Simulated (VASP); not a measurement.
# TiPt3 (Pm-3m) in VASP: a series of runs

Runs on TiPt3. Level: r2SCAN. Tasks: single point.

Everything below comes from runs of VASP 6.6.1. Logs are shortened: lines on timing, memory, paths and dates and some standing lists are left out, and cuts for length are marked.

## Step 1: The cell of the first run

Symmetry: Pm-3m, No. 221, cubic system. Conventional cell: a = 3.894 Å, b = 3.894 Å, c = 3.894 Å, α = 90.00°, β = 90.00°, γ = 90.00°. Ti (site symmetry m-3m) has 12 Pt at 2.75 Å within 3.6 Å. Pt (site symmetry 4/mmm) has 4 Ti at 2.75 Å and 8 Pt at 2.75 Å within 3.6 Å.

## Step 2: Single point, r2SCAN

The input, POSCAR:

```
TiPt3
1.0
    3.8944871700      0.0000000000      0.0000000000
    0.0000000000      3.8944871700      0.0000000000
    0.0000000000      0.0000000000      3.8944871700
Ti Pt
1 3
Direct
    0.0000000000      0.0000000000      0.0000000000
    0.0000000000      0.5000000000      0.5000000000
    0.5000000000      0.0000000000      0.5000000000
    0.5000000000      0.5000000000      0.0000000000
```

The input, INCAR.step1:

```
  ALGO = Normal
  EDIFF = 1E-4
  ENCUT = 520
  GGA = PE
  ISMEAR = -1
  LASPH = T
  LCHARG = F
  LREAL = F
  LWAVE = T
  NBANDS = 29
  NELM = 60
  PREC = Accurate
  SIGMA = 0.1
```

The input, INCAR.step2:

```
  ALGO = Normal
  EDIFF = 1E-6
  ENCUT = 520
  ISIF = 2
  ISMEAR = -1
  ISTART = 1
  LASPH = T
  LCHARG = T
  LELF = T
  LMIXTAU = T
  LREAL = F
  LVHAR = T
  LWAVE = F
  METAGGA = R2SCAN
  NBANDS = 29
  NELM = 60
  PREC = Accurate
  SIGMA = 0.1
```

The input, KPOINTS:

```
k-points
0
Gamma
  9 9 9
```

Potentials or basis: VASP PAW PBE potentials, release 64 (Ti_sv, Pt).

The run is started by

```console
$ cat potpaw_PBE.64/Ti_sv/POTCAR potpaw_PBE.64/Pt/POTCAR > POTCAR
$ cp INCAR.step1 INCAR
$ mpirun -np 1 vasp_std > vasp.out
$ cp INCAR.step2 INCAR
$ mpirun -np 1 vasp_std > vasp.out
```

OUTCAR:

```text
EDIFF = 1E-6
   ENCUT = 520
   ISIF = 2
   ISMEAR = -1
   ISTART = 1
   LASPH = T
   LREAL = F
   METAGGA = R2SCAN
   NELM = 60
   PREC = Accurate

 ion  position               nearest neighbor table
   1  0.000  0.000  0.000-   2 2.75   3 2.75   4 2.75   2 2.75   3 2.75   2 2.75   4 2.75   2 2.75
                             3 2.75   4 2.75   3 2.75   4 2.75
   2  0.000  0.500  0.500-   1 2.75   3 2.75   4 2.75   1 2.75   4 2.75   1 2.75   3 2.75   1 2.75
                             3 2.75   4 2.75   4 2.75   3 2.75
   3  0.500  0.000  0.500-   1 2.75   2 2.75   4 2.75   1 2.75   4 2.75   2 2.75   4 2.75   4 2.75
                             1 2.75   2 2.75   1 2.75   2 2.75
   4  0.500  0.500  0.000-   1 2.75   2 2.75   3 2.75   2 2.75   3 2.75   1 2.75   3 2.75   3 2.75
                             1 2.75   2 2.75   2 2.75   1 2.75

  LATTYP: Found a simple cubic cell.
 ALAT       =     3.8944871700

  Lattice vectors:

 A1 = (   3.8944871700,   0.0000000000,   0.0000000000)
 A2 = (   0.0000000000,   3.8944871700,   0.0000000000)
 A3 = (   0.0000000000,   0.0000000000,   3.8944871700)

Analysis of symmetry for initial positions (statically):
=====================================================================
 Subroutine PRICEL returns:
 Original cell was already a primitive cell.

 Routine SETGRP: Setting up the symmetry group for a
 simple cubic supercell.

 Subroutine GETGRP returns: Found 48 space group operations
 (whereof 48 operations were pure point group operations)
 out of a pool of 48 trial point group operations.

The static configuration has the point symmetry O_h .

Analysis of symmetry for dynamics (positions and initial velocities):
=====================================================================
 Subroutine PRICEL returns:
 Original cell was already a primitive cell.

 Routine SETGRP: Setting up the symmetry group for a
 simple cubic supercell.

 Subroutine GETGRP returns: Found 48 space group operations
 (whereof 48 operations were pure point group operations)
 out of a pool of 48 trial point group operations.

The dynamic configuration has the point symmetry O_h .

 Subroutine INISYM returns: Found 48 space group operations
 (whereof 48 operations are pure point group operations),
 and found     1 'primitive' translations

----------------------------------------------------------------------------------------

                                     Primitive cell

  volume of cell :      59.0678

  direct lattice vectors                    reciprocal lattice vectors
     3.894487170  0.000000000  0.000000000     0.256773217  0.000000000  0.000000000
     0.000000000  3.894487170  0.000000000     0.000000000  0.256773217  0.000000000
     0.000000000  0.000000000  3.894487170     0.000000000  0.000000000  0.256773217

  length of vectors
     3.894487170  3.894487170  3.894487170     0.256773217  0.256773217  0.256773217

  position of ions in fractional coordinates (direct lattice)
     0.000000000  0.000000000  0.000000000
     0.000000000  0.500000000  0.500000000
     0.500000000  0.000000000  0.500000000
     0.500000000  0.500000000  0.000000000

  ion indices of the primitive-cell ions
   primitive index   ion index
                 1           1
                 2           2
                 3           3
                 4           4

----------------------------------------------------------------------------------------

 KPOINTS: k-points

Automatic generation of k-mesh.
 Grid dimensions read from file:
 generate k-points for:    9    9    9

 Generating k-lattice:

  Cartesian coordinates                     Fractional coordinates (reciprocal lattice)
     0.028530357  0.000000000  0.000000000     0.111111111  0.000000000  0.000000000
     0.000000000  0.028530357  0.000000000     0.000000000  0.111111111  0.000000000
     0.000000000  0.000000000  0.028530357     0.000000000  0.000000000  0.111111111

  Length of vectors
     0.028530357  0.028530357  0.028530357

  Shift w.r.t. Gamma in fractional coordinates (k-lattice)
     0.000000000  0.000000000  0.000000000

 Subroutine IBZKPT returns following result:
 ===========================================

 Found     35 irreducible k-points:

 Following reciprocal coordinates:
            Coordinates               Weight
  0.000000  0.000000  0.000000      1.000000
  0.111111  0.000000  0.000000      6.000000
  0.222222  0.000000  0.000000      6.000000
  0.333333  0.000000  0.000000      6.000000
  0.444444  0.000000  0.000000      6.000000
  0.111111  0.111111  0.000000     12.000000
[... 16 lines left out ...]
  0.333333  0.333333  0.111111     24.000000
  0.444444  0.333333  0.111111     48.000000
 [... further k-points ...]
   k-points           NKPTS =     35   k-points in BZ     NKDIM =     35   number of bands    NBANDS=     29
   number of dos      NEDOS =    301   number of ions     NIONS =      4
   total plane-waves  NPLWV =  27000
   dimension x,y,z NGX =    30 NGY =   30 NGZ =   30
   dimension x,y,z NGXF=    60 NGYF=   60 NGZF=   60
   ions per type =               1   3
   NGX,Y,Z   is equivalent  to a cutoff of  12.81, 12.81, 12.81 a.u.
   NGXF,Y,Z  is equivalent  to a cutoff of  25.61, 25.61, 25.61 a.u.
 SYSTEM =  unknown system
   PREC   = accura    normal or accurate (medium, high low for compatibility)
   ISTART =      1    job   : 0-new  1-cont  2-samecut
   ICHARG =      0    charge: 1-file 2-atom 10-const
   ISPIN  =      1    spin polarized calculation?
   LNONCOLLINEAR =      F non collinear calculations
   LSORBIT =      F    spin-orbit coupling
   LASPH  =      T    aspherical Exc in radial PAW
   ENCUT  =  520.0 eV  38.22 Ry    6.18 a.u.   7.24  7.24  7.24*2*pi/ulx,y,z
   NELM   =     60;   NELMIN=  2; NELMDL=  0     # of ELM steps
   EDIFF  = 0.1E-05   stopping-criterion for ELM
   LREAL  =      F    real-space projection
   EDIFFG = 0.1E-04   stopping-criterion for IOM
   NSW    =      0    number of steps for IOM
   IBRION =     -1    ionic relax: 0-MD 1-quasi-New 2-CG
   NFREE  =      0    steps in history (QN), initial steepest desc. (CG)
   ISIF   =      2    stress and relaxation
   ISYM   =      2    0-nonsym 1-usesym 2-fastsym
   POTIM  = 0.5000    time-step for ionic-motion
   TEBEG  =    0.0;   TEEND  =   0.0 temperature during run
   PSTRESS=    0.0 pullay stress
   NELECT =      42.0000    total number of electrons
   NUPDOWN=      -1.0000    fix difference up-down
   EMIN   =  10.00;   EMAX   =-10.00  energy-range for DOS
   EFERMI =   0.00;   METHOD = LEGACY
   ISMEAR =    -1;   SIGMA  =   0.10  broadening in eV -4-tet -1-fermi 0-gaus
   EFERMI_NEDOS =   21; number of points for ismear=-14 and -15
   IALGO  =     38    algorithm
   IMIX   =      4    mixing-type and parameters
     AMIX     =   0.40;   BMIX     =  1.00
     AMIX_MAG =   1.60;   BMIX_MAG =  1.00
  volume/ion in A,a.u.               =      14.77        99.65
  Fermi-wavevector in a.u.,A,eV,Ry     =   1.461193  2.761255 29.049604  2.135086
  Thomas-Fermi vector in A             =   2.577554
   LORBIT       =      0    0 simple, 1 ext, 2 COOP (PROOUT), +10 PAW based schemes
   METAGGA = R2SCAN    functional components
   LHFCALC =     F    Hartree Fock is set to
   AEXX    =    0.0000 exact exchange contribution
   IVDW    =     0    specifies the selected vdW correction
   LEPSILON=     F    determine dielectric tensor
   LRPA    =     F    only Hartree local field effects (RPA)
 non-spin polarized calculation
  energy-cutoff  :      520.00
  volume of cell :       59.07
 maximum number of plane-waves:      1604
 NGX is ok and might be reduce to    30
   NGX = 15   NGY = 15   NGZ = 15

 number of electron      41.9999997 magnetization

 Free energy of the ion-electron system (eV)
  ---------------------------------------------------
  ext. energy  EPLUGINS =         0.00000000
  ---------------------------------------------------
  free energy    TOTEN  =      -171.14041675 eV

  energy without entropy =     -171.08634685  energy(sigma->0) =     -171.11338180

 E-fermi :  11.7652     XC(G=0): -14.4497

 val. band max:       11.7471559607   @ k =   0.1111   0.1111   0.1111
 cond. band min:      11.7997320314   @ k =   0.4444   0.1111   0.1111
 fundamental gap:      0.0525760707
 Fermi energy:        11.7651796510

 k-point     1 :       0.0000    0.0000    0.0000
  band No.  band energies     occupation
      1     -48.8563      2.00000
      2     -24.0324      2.00000
      3     -24.0324      2.00000
      4     -24.0324      2.00000
      5       1.1246      2.00000
      6       4.0440      2.00000
[... 21 lines left out ...]
     28      13.8982      0.00000
     29      20.6085      0.00000

 k-point     2 :       0.1111    0.0000    0.0000
  band No.  band energies     occupation
      1     -48.8561      2.00000
      2     -24.0359      2.00000
      3     -24.0330      2.00000
      4     -24.0330      2.00000
      5       1.2961      2.00000
      6       4.1523      2.00000
[... 21 lines left out ...]
     28      14.8425      0.00000
     29      20.3210      0.00000

 k-point     3 :       0.2222    0.0000    0.0000
  band No.  band energies     occupation
      1     -48.8555      2.00000
      2     -24.0448      2.00000
      3     -24.0344      2.00000
      4     -24.0344      2.00000
      5       1.7920      2.00000
      6       4.4454      2.00000
[... 21 lines left out ...]
     28      16.3483      0.00000
     29      19.7357      0.00000

 k-point     4 :       0.3333    0.0000    0.0000
  band No.  band energies     occupation
      1     -48.8549      2.00000
      2     -24.0547      2.00000
      3     -24.0360      2.00000
      4     -24.0360      2.00000
      5       2.5381      2.00000
      6       4.6943      2.00000
[... 597 lines left out ...]
     28      17.5132      0.00000
     29      18.8446      0.00000

 k-point    23 :       0.3333    0.3333    0.1111
  band No.  band energies     occupation
      1     -48.8540      2.00000
      2     -24.0533      2.00000
      3     -24.0482      2.00000
      4     -24.0401      2.00000
      5       3.6821      2.00000
      6       5.3007      2.00000
[... 21 lines left out ...]
     28      16.9421      0.00000
     29      18.9223      0.00000

 k-point    24 :       0.4444    0.3333    0.1111
  band No.  band energies     occupation
      1     -48.8538      2.00000
      2     -24.0548      2.00000
      3     -24.0495      2.00000
      4     -24.0409      2.00000
      5       4.2538      2.00000
      6       5.0268      2.00000
[... 21 lines left out ...]
     28      16.1472      0.00000
     29      19.7070      0.00000

 [... further k-points ...]
[... 5 lines left out ...]
  --------------------------------------------------------------------------------------
  -------------------------------------------------------------------------------------
  Total        2.3472341      2.3472341      2.3472341      0.0000000      0.0000000     -0.0000000
  in kB       63.6672590     63.6672590     63.6672590      0.0000000      0.0000000     -0.0000000
  external PRESSURE =      63.6672590 kB  Pullay stress =       0.0000000 kB

 VOLUME and BASIS-vectors are now :
 -----------------------------------------------------------------------------
  energy-cutoff  :      520.00
  volume of cell :       59.07
      direct lattice vectors                 reciprocal lattice vectors
     3.894487170  0.000000000  0.000000000     0.256773217  0.000000000  0.000000000
     0.000000000  3.894487170  0.000000000     0.000000000  0.256773217  0.000000000
     0.000000000  0.000000000  3.894487170     0.000000000  0.000000000  0.256773217

 POSITION                                       TOTAL-FORCE (eV/Angst)
 -----------------------------------------------------------------------------------
      0.00000      0.00000      0.00000         0.000000      0.000000      0.000000
      0.00000      1.94724      1.94724         0.000000      0.000000      0.000000
      1.94724      0.00000      1.94724         0.000000      0.000000      0.000000
      1.94724      1.94724      0.00000         0.000000      0.000000      0.000000
 -----------------------------------------------------------------------------------
    total drift:                                0.000000      0.000000     -0.000000

  FREE ENERGIE OF THE ION-ELECTRON SYSTEM (eV)
  ---------------------------------------------------
  free  energy   TOTEN  =      -171.1404167480 eV

  energy  without entropy=     -171.0863468515  energy(sigma->0) =     -171.11338180
```

Wall time 2.9 min (1 thread of Intel Xeon Platinum 8488C (Sapphire Rapids), shared host); peak memory 0.2 GiB.

Results:

```
Free energy            : -171.1404 eV
Pressure               : 6.4 GPa
Band gap on the k mesh : zero (band 21 reaches 13.31 eV, above the bottom of band 22 at 11.65 eV)
```

Caveat: the PAW data sets were made with another functional, which shifts forces and pressure a little; spin-orbit coupling is left out, which moves the levels of the heavy elements.

## Step 3: Single point, r2SCAN

This run uses another cell than the first one, of 15.07 Å³/atom, 1.020 times its volume.

The input, POSCAR:

```
TiPt3
1.0
    3.9208020746      0.0000000000      0.0000000000
    0.0000000000      3.9208020746      0.0000000000
    0.0000000000      0.0000000000      3.9208020746
Ti Pt
1 3
Direct
    0.0000000000      0.0000000000      0.0000000000
    0.0000000000      0.5000000000      0.5000000000
    0.5000000000      0.0000000000      0.5000000000
    0.5000000000      0.5000000000      0.0000000000
```

The input, INCAR.step1:

```
SYSTEM = TiPt3
ALGO = Normal
EDIFF = 1E-4
ENCUT = 520
GGA = PE
ISMEAR = -1
LASPH = .True.
LCHARG = .False.
LREAL = .False.
LWAVE = .True.
NBANDS = 29
NELM = 60
PREC = Accurate
SIGMA = 0.1
```

The input, INCAR.step2:

```
SYSTEM = TiPt3
ALGO = Normal
EDIFF = 1E-6
ENCUT = 520
ISIF = 2
ISMEAR = -1
ISTART = 1
LASPH = .True.
LCHARG = .False.
LMIXTAU = .True.
LREAL = .False.
LWAVE = .False.
METAGGA = R2SCAN
NBANDS = 29
NELM = 60
PREC = Accurate
SIGMA = 0.1
```

The input, KPOINTS:

```
k-points
0
Gamma
  8 8 8
  0 0 0
```

Potentials or basis: VASP PAW PBE potentials, release 64 (Ti_sv, Pt).

The run is started by

```console
$ cat potpaw_PBE.64/Ti_sv/POTCAR potpaw_PBE.64/Pt/POTCAR > POTCAR
$ cp INCAR.step1 INCAR
$ mpirun -np 1 vasp_std > vasp.out
$ cp INCAR.step2 INCAR
$ mpirun -np 1 vasp_std > vasp.out
```

Wall time 2.9 min (1 thread of Intel Xeon Platinum 8488C (Sapphire Rapids), shared host); peak memory 0.2 GiB.

Results (log left out):

```yaml
Free_energy: -171.1665 eV
Pressure: 0.8 GPa
Band_gap_on_the_k_mesh: zero (band 21 reaches 12.90 eV, above the bottom of band 22 at 10.93 eV)
```

Levels at points of the mesh, in eV from the Fermi level:
| k point | band 19 | band 20 | band 21 | band 22 | band 23 | band 24 |
| --- | --- | --- | --- | --- | --- | --- |
| (0.00, 0.00, 0.00) | 0.04 | 0.04 | 1.50 | 1.50 | 1.65 | 1.65 |
| (0.50, 0.00, 0.00) | -2.69 | -1.46 | -0.15 | -0.15 | 0.04 | 0.63 |
| (0.50, 0.50, 0.00) | -2.39 | -2.38 | -2.28 | 0.27 | 0.27 | 0.54 |
| (0.50, 0.50, 0.50) | -0.69 | -0.69 | -0.47 | -0.47 | -0.47 | 1.24 |

Caveat: the PAW data sets were made with another functional, which shifts forces and pressure a little; spin-orbit coupling is left out, which moves the levels of the heavy elements.

(Part 1 of 2 ends here.)
